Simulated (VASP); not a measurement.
Here is a VASP 6.6.1 calculation.

INCAR

```
SYSTEM = NaCl
PREC = Accurate
ENCUT = 520
EDIFF = 1E-8
ISMEAR = -1
SIGMA = 0.03
LREAL = .FALSE.
LASPH = .TRUE.
NELM = 80
ALGO = Normal
ISIF = 2
LWAVE = .FALSE.
LCHARG = .FALSE.
GGA = PE
LEFG = .TRUE.
NBANDS = 14
```

Contents of KPOINTS:

```
Automatic mesh
0
G
  4 4 4
  0 0 0
```

File POSCAR:

```
NaCl
1.0
    2.8600000000      0.0000000000      0.0000000000
    0.0000000000      2.8600000000      0.0000000000
    0.0000000000      0.0000000000      2.8600000000
Na Cl
1 1
Direct
    0.0000000000      0.0000000000      0.0000000000
    0.5000000000      0.5000000000      0.5000000000
```

Potentials or basis: VASP PAW PBE potentials, release 64 (Na_pv, Cl).

The run is started by

```console
$ cat potpaw_PBE.64/Na_pv/POTCAR potpaw_PBE.64/Cl/POTCAR > POTCAR
$ mpirun -np 1 vasp_std > vasp.out
```

(1) Estimate the pressure.

(2) Predict the band gap on the k mesh.

Answers

(1) 66.3 GPa.

(2) 4.39 eV, direct.

Caveat: the k points lie up to 0.55 Å⁻¹ apart; without QUAD_EFG the Cq values of the log hold for a quadrupole moment of 1 mb, not for the nuclei.
